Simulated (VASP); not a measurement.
# HfB2 (P6/mmm) in VASP: notebook

The runs below take HfB2 through single point, with r2SCAN.

Everything below comes from runs of VASP 6.6.1. Logs are shortened: lines on timing, memory, paths and dates and some standing lists are left out, and cuts for length are marked.

## Step 1: The cell of the first run

The structure is hexagonal, space group P6/mmm (No. 191). The conventional cell has a = 3.076 Å, b = 3.076 Å, c = 3.409 Å, α = 90.00°, β = 90.00°, γ = 120.00°. Hf (site symmetry 6/mmm) has 12 B at 2.46 Å and 6 Hf at 3.08 Å within 3.2 Å. B (site symmetry -6m2) has 3 B at 1.78 Å within 2.4 Å.

## Step 2: Single point, r2SCAN

The input, POSCAR:

```
HfB2
1.0
    3.0759003814      0.0000000000      0.0000000000
   -1.5379501907      2.6638078698      0.0000000000
    0.0000000000      0.0000000000      3.4089596583
Hf B
1 2
Direct
    0.0000000000      0.0000000000      0.0000000000
    0.6666666667      0.3333333333      0.5000000000
    0.3333333333      0.6666666667      0.5000000000
```

The input, INCAR.step1:

```
PREC     = Accurate       # precision mode
ENCUT    = 520            # plane-wave cutoff, eV
ISMEAR   = -1             # smearing method
SIGMA    = 0.05           # smearing width, eV
LREAL    = F              # projectors in reciprocal space
LASPH    = T              # aspherical terms in the spheres
NELM     = 60             # most SCF steps
NBANDS   = 15             # bands
GGA      = PE             # functional
ALGO     = Normal         # electronic algorithm
EDIFF    = 1E-4           # SCF threshold, eV
LWAVE    = T              # write WAVECAR
LCHARG   = F              # write CHGCAR
```

The input, INCAR.step2:

```
PREC     = Accurate       # precision mode
ENCUT    = 520            # plane-wave cutoff, eV
EDIFF    = 1E-6           # SCF threshold, eV
ISMEAR   = -1             # smearing method
SIGMA    = 0.05           # smearing width, eV
LREAL    = F              # projectors in reciprocal space
LASPH    = T              # aspherical terms in the spheres
NELM     = 60             # most SCF steps
ALGO     = Normal         # electronic algorithm
ISIF     = 2              # what is computed and relaxed
LWAVE    = F              # write WAVECAR
LCHARG   = F              # write CHGCAR
METAGGA  = R2SCAN         # meta-GGA
LMIXTAU  = T            
NBANDS   = 15             # bands
ISTART   = 1
```

The input, KPOINTS:

```
regular mesh
0
Gamma
  10 10 8
```

Potentials or basis: VASP PAW PBE potentials, release 64 (Hf_pv, B).

On the command line:

```console
> cat potpaw_PBE.64/Hf_pv/POTCAR potpaw_PBE.64/B/POTCAR > POTCAR
> cp INCAR.step1 INCAR
> mpirun -np 1 vasp_std > vasp.out
> cp INCAR.step2 INCAR
> mpirun -np 1 vasp_std > vasp.out
```

OUTCAR:

```text
PREC = Accurate
   ENCUT = 520
   EDIFF = 1E-6
   ISMEAR = -1
   LREAL = F
   LASPH = T
   NELM = 60
   ISIF = 2
   METAGGA = R2SCAN
   ISTART = 1

 ion  position               nearest neighbor table
   1  0.000  0.000  0.000-   2 2.46   3 2.46   2 2.46   3 2.46   3 2.46   3 2.46   2 2.46   2 2.46
                             2 2.46   2 2.46   3 2.46   3 2.46
   2  0.667  0.333  0.500-   3 1.78   3 1.78   3 1.78   1 2.46   1 2.46   1 2.46   1 2.46   1 2.46
                             1 2.46
   3  0.333  0.667  0.500-   2 1.78   2 1.78   2 1.78   1 2.46   1 2.46   1 2.46   1 2.46   1 2.46
                             1 2.46

  LATTYP: Found a hexagonal cell.
 ALAT       =     3.0759003814
 C/A-ratio  =     1.1082802548

  Lattice vectors:

 A1 = (   3.0759003814,   0.0000000000,   0.0000000000)
 A2 = (  -1.5379501907,   2.6638078698,   0.0000000000)
 A3 = (   0.0000000000,   0.0000000000,   3.4089596583)

Analysis of symmetry for initial positions (statically):
=====================================================================
 Subroutine PRICEL returns:
 Original cell was already a primitive cell.

 Routine SETGRP: Setting up the symmetry group for a
 hexagonal supercell.

 Subroutine GETGRP returns: Found 24 space group operations
 (whereof 24 operations were pure point group operations)
 out of a pool of 24 trial point group operations.

The static configuration has the point symmetry D_6h.

Analysis of symmetry for dynamics (positions and initial velocities):
=====================================================================
 Subroutine PRICEL returns:
 Original cell was already a primitive cell.

 Routine SETGRP: Setting up the symmetry group for a
 hexagonal supercell.

 Subroutine GETGRP returns: Found 24 space group operations
 (whereof 24 operations were pure point group operations)
 out of a pool of 24 trial point group operations.

The dynamic configuration has the point symmetry D_6h.

 Subroutine INISYM returns: Found 24 space group operations
 (whereof 24 operations are pure point group operations),
 and found     1 'primitive' translations

----------------------------------------------------------------------------------------

                                     Primitive cell

  volume of cell :      27.9317

  direct lattice vectors                    reciprocal lattice vectors
     3.075900381  0.000000000  0.000000000     0.325108058  0.187701225  0.000000000
    -1.537950191  2.663807870  0.000000000     0.000000000  0.375402450  0.000000000
     0.000000000  0.000000000  3.408959658     0.000000000  0.000000000  0.293344627

  length of vectors
     3.075900381  3.075900381  3.408959658     0.375402450  0.375402450  0.293344627

  position of ions in fractional coordinates (direct lattice)
     0.000000000  0.000000000  0.000000000
     0.666666667  0.333333333  0.500000000
     0.333333333  0.666666667  0.500000000

  ion indices of the primitive-cell ions
   primitive index   ion index
                 1           1
                 2           2
                 3           3

----------------------------------------------------------------------------------------

 KPOINTS: regular mesh

Automatic generation of k-mesh.
 Grid dimensions read from file:
 generate k-points for:   10   10    8

 Generating k-lattice:

  Cartesian coordinates                     Fractional coordinates (reciprocal lattice)
     0.032510806  0.018770122  0.000000000     0.100000000  0.000000000  0.000000000
     0.000000000  0.037540245  0.000000000     0.000000000  0.100000000  0.000000000
     0.000000000  0.000000000  0.036668078     0.000000000  0.000000000  0.125000000

  Length of vectors
     0.037540245  0.037540245  0.036668078

  Shift w.r.t. Gamma in fractional coordinates (k-lattice)
     0.000000000  0.000000000  0.000000000

 Subroutine IBZKPT returns following result:
 ===========================================

 Found     70 irreducible k-points:

 Following reciprocal coordinates:
            Coordinates               Weight
  0.000000  0.000000  0.000000      1.000000
  0.100000 -0.000000  0.000000      6.000000
  0.200000 -0.000000  0.000000      6.000000
  0.300000  0.000000  0.000000      6.000000
  0.400000 -0.000000  0.000000      6.000000
  0.500000  0.000000  0.000000      3.000000
[... 16 lines left out ...]
  0.300000  0.100000  0.125000     24.000000
  0.400000  0.100000  0.125000     24.000000
 [... further k-points ...]
   k-points           NKPTS =     70   k-points in BZ     NKDIM =     70   number of bands    NBANDS=     15
   number of dos      NEDOS =    301   number of ions     NIONS =      3
   total plane-waves  NPLWV =  16128
   dimension x,y,z NGX =    24 NGY =   24 NGZ =   28
   dimension x,y,z NGXF=    48 NGYF=   48 NGZF=   56
   ions per type =               1   2
   NGX,Y,Z   is equivalent  to a cutoff of  12.97, 12.97, 13.65 a.u.
   NGXF,Y,Z  is equivalent  to a cutoff of  25.94, 25.94, 27.31 a.u.
 SYSTEM =  unknown system
   PREC   = accura    normal or accurate (medium, high low for compatibility)
   ISTART =      1    job   : 0-new  1-cont  2-samecut
   ICHARG =      0    charge: 1-file 2-atom 10-const
   ISPIN  =      1    spin polarized calculation?
   LNONCOLLINEAR =      F non collinear calculations
   LSORBIT =      F    spin-orbit coupling
   LASPH  =      T    aspherical Exc in radial PAW
   ENCUT  =  520.0 eV  38.22 Ry    6.18 a.u.   5.72  5.72  6.34*2*pi/ulx,y,z
   NELM   =     60;   NELMIN=  2; NELMDL=  0     # of ELM steps
   EDIFF  = 0.1E-05   stopping-criterion for ELM
   LREAL  =      F    real-space projection
   EDIFFG = 0.1E-04   stopping-criterion for IOM
   NSW    =      0    number of steps for IOM
   IBRION =     -1    ionic relax: 0-MD 1-quasi-New 2-CG
   NFREE  =      0    steps in history (QN), initial steepest desc. (CG)
   ISIF   =      2    stress and relaxation
   ISYM   =      2    0-nonsym 1-usesym 2-fastsym
   POTIM  = 0.5000    time-step for ionic-motion
   TEBEG  =    0.0;   TEEND  =   0.0 temperature during run
   PSTRESS=    0.0 pullay stress
   NELECT =      16.0000    total number of electrons
   NUPDOWN=      -1.0000    fix difference up-down
   EMIN   =  10.00;   EMAX   =-10.00  energy-range for DOS
   EFERMI =   0.00;   METHOD = LEGACY
   ISMEAR =    -1;   SIGMA  =   0.05  broadening in eV -4-tet -1-fermi 0-gaus
   EFERMI_NEDOS =   21; number of points for ismear=-14 and -15
   IALGO  =     38    algorithm
   IMIX   =      4    mixing-type and parameters
     AMIX     =   0.40;   BMIX     =  1.00
     AMIX_MAG =   1.60;   BMIX_MAG =  1.00
  volume/ion in A,a.u.               =       9.31        62.83
  Fermi-wavevector in a.u.,A,eV,Ry     =   1.359615  2.569299 25.151075  1.848552
  Thomas-Fermi vector in A             =   2.486347
   LORBIT       =      0    0 simple, 1 ext, 2 COOP (PROOUT), +10 PAW based schemes
   METAGGA = R2SCAN    functional components
   LHFCALC =     F    Hartree Fock is set to
   AEXX    =    0.0000 exact exchange contribution
   IVDW    =     0    specifies the selected vdW correction
   LEPSILON=     F    determine dielectric tensor
   LRPA    =     F    only Hartree local field effects (RPA)
 non-spin polarized calculation
  energy-cutoff  :      520.00
  volume of cell :       27.93
 maximum number of plane-waves:       769
 NGX is ok and might be reduce to    24
   NGX = 11   NGY = 11   NGZ = 13

 number of electron      16.0000002 magnetization

 Free energy of the ion-electron system (eV)
  ---------------------------------------------------
  ext. energy  EPLUGINS =         0.00000000
  ---------------------------------------------------
  free energy    TOTEN  =       -63.00452179 eV

  energy without entropy =      -63.00201301  energy(sigma->0) =      -63.00326740

 E-fermi :   8.1007     XC(G=0): -13.8810

 val. band max:        8.0465634333   @ k =   0.2000   0.2000   0.1250
 cond. band min:       8.3391462604   @ k =   0.1000   0.1000   0.2500
 fundamental gap:      0.2925828271
 Fermi energy:         8.1007270043

 k-point     1 :       0.0000    0.0000    0.0000
  band No.  band energies     occupation
      1     -23.4662      2.00000
      2     -22.8755      2.00000
      3     -22.8755      2.00000
      4      -6.8351      2.00000
      5       4.9342      2.00000
      6       5.0180      2.00000
      7       5.0180      2.00000
      8       5.1539      2.00000
      9      12.7624      0.00000
     10      12.7624      0.00000
     11      13.5004      0.00000
     12      13.5004      0.00000
     13      13.6568      0.00000
     14      13.6568      0.00000
     15      13.7740      0.00000

 k-point     2 :       0.1000   -0.0000    0.0000
  band No.  band energies     occupation
      1     -23.4494      2.00000
      2     -22.9760      2.00000
      3     -22.8971      2.00000
      4      -6.5936      2.00000
      5       4.3587      2.00000
      6       4.9460      2.00000
      7       5.0045      2.00000
      8       5.1674      2.00000
      9      11.8947      0.00000
     10      12.5366      0.00000
     11      12.5884      0.00000
     12      13.0281      0.00000
     13      14.4970      0.00000
     14      15.0081      0.00000
     15      15.3238      0.00000

 k-point     3 :       0.2000   -0.0000    0.0000
  band No.  band energies     occupation
      1     -23.4052      2.00000
      2     -23.2306      2.00000
      3     -22.9532      2.00000
      4      -5.9103      2.00000
      5       2.9023      2.00000
      6       4.4818      2.00000
      7       4.9126      2.00000
      8       5.6323      2.00000
      9      10.6702      0.00000
     10      12.1713      0.00000
     11      12.3642      0.00000
     12      12.8766      0.00000
     13      15.1253      0.00000
     14      16.1978      0.00000
     15      17.0462      0.00000

 k-point     4 :       0.3000    0.0000    0.0000
  band No.  band energies     occupation
      1     -23.5304      2.00000
      2     -23.3500      2.00000
      3     -23.0217      2.00000
      4      -4.8803      2.00000
      5       1.2388      2.00000
      6       4.0182      2.00000
      7       4.7172      2.00000
      8       5.6510      2.00000
      9      10.9223      0.00000
     10      11.7160      0.00000
     11      11.7717      0.00000
     12      13.0161      0.00000
     13      15.2413      0.00000
     14      17.6803      0.00000
     15      19.6897      0.00000
[... 307 lines left out ...]
 k-point    22 :       0.2000    0.1000    0.1250
  band No.  band energies     occupation
      1     -23.4254      2.00000
      2     -23.3920      2.00000
      3     -23.0186      2.00000
      4      -5.0718      2.00000
      5       2.0149      2.00000
      6       3.4928      2.00000
      7       4.2512      2.00000
      8       6.7828      2.00000
      9       8.9671      0.00000
     10      12.2432      0.00000
     11      12.8816      0.00000
     12      13.9024      0.00000
     13      15.6094      0.00000
     14      16.3603      0.00000
     15      18.3551      0.00000

 k-point    23 :       0.3000    0.1000    0.1250
  band No.  band energies     occupation
      1     -23.6435      2.00000
      2     -23.3664      2.00000
      3     -23.0980      2.00000
      4      -3.9751      2.00000
      5       0.3859      2.00000
      6       3.2900      2.00000
      7       4.0523      2.00000
      8       6.2243      2.00000
      9       9.3996      0.00000
     10      11.9306      0.00000
     11      13.0464      0.00000
     12      14.5026      0.00000
     13      16.6272      0.00000
     14      17.2965      0.00000
     15      20.3318      0.00000

 k-point    24 :       0.4000    0.1000    0.1250
  band No.  band energies     occupation
      1     -23.7901      2.00000
      2     -23.3336      2.00000
      3     -23.1466      2.00000
      4      -2.6718      2.00000
      5      -1.1930      2.00000
      6       3.1062      2.00000
      7       4.0292      2.00000
      8       5.7293      2.00000
      9       9.4952      0.00000
     10      12.8379      0.00000
     11      12.9321      0.00000
     12      15.2512      0.00000
     13      16.6718      0.00000
     14      17.7481      0.00000
     15      20.3342      0.00000

 [... further k-points ...]
[... 5 lines left out ...]
  --------------------------------------------------------------------------------------
  -------------------------------------------------------------------------------------
  Total        2.9609569      2.9609569      2.8543429      0.0000000      0.0000000     -0.0000000
  in kB      169.8422150    169.8422150    163.7267730      0.0000000      0.0000000     -0.0000000
  external PRESSURE =     167.8037343 kB  Pullay stress =       0.0000000 kB

 VOLUME and BASIS-vectors are now :
 -----------------------------------------------------------------------------
  energy-cutoff  :      520.00
  volume of cell :       27.93
      direct lattice vectors                 reciprocal lattice vectors
     3.075900381  0.000000000  0.000000000     0.325108058  0.187701225  0.000000000
    -1.537950191  2.663807870  0.000000000     0.000000000  0.375402450  0.000000000
     0.000000000  0.000000000  3.408959658     0.000000000  0.000000000  0.293344627

 POSITION                                       TOTAL-FORCE (eV/Angst)
 -----------------------------------------------------------------------------------
      0.00000      0.00000      0.00000        -0.000000     -0.000000      0.000000
      1.53795      0.88794      1.70448         0.000000     -0.000000      0.000000
     -0.00000      1.77587      1.70448        -0.000000      0.000000     -0.000000
 -----------------------------------------------------------------------------------
    total drift:                               -0.000000      0.000000     -0.000000

  FREE ENERGIE OF THE ION-ELECTRON SYSTEM (eV)
  ---------------------------------------------------
  free  energy   TOTEN  =       -63.0045217898 eV

  energy  without entropy=      -63.0020130058  energy(sigma->0) =      -63.00326740
```

Run time: 48 s. Hardware: 1 thread of Intel Xeon 6975P-C (Granite Rapids), shared host; peak memory 0.16 GiB.

Results:

| Item | Value |
| --- | --- |
| Free energy | -63.0045 eV |
| Pressure | 16.8 GPa |
| Band gap on the k mesh | zero (band 8 reaches 8.86 eV, above the bottom of band 9 at 7.93 eV) |

Caveat: the PAW data sets were made with another functional, which shifts forces and pressure a little; spin-orbit coupling is left out, which moves the levels of the heavy elements.

(Part 1 of 2 ends here.)
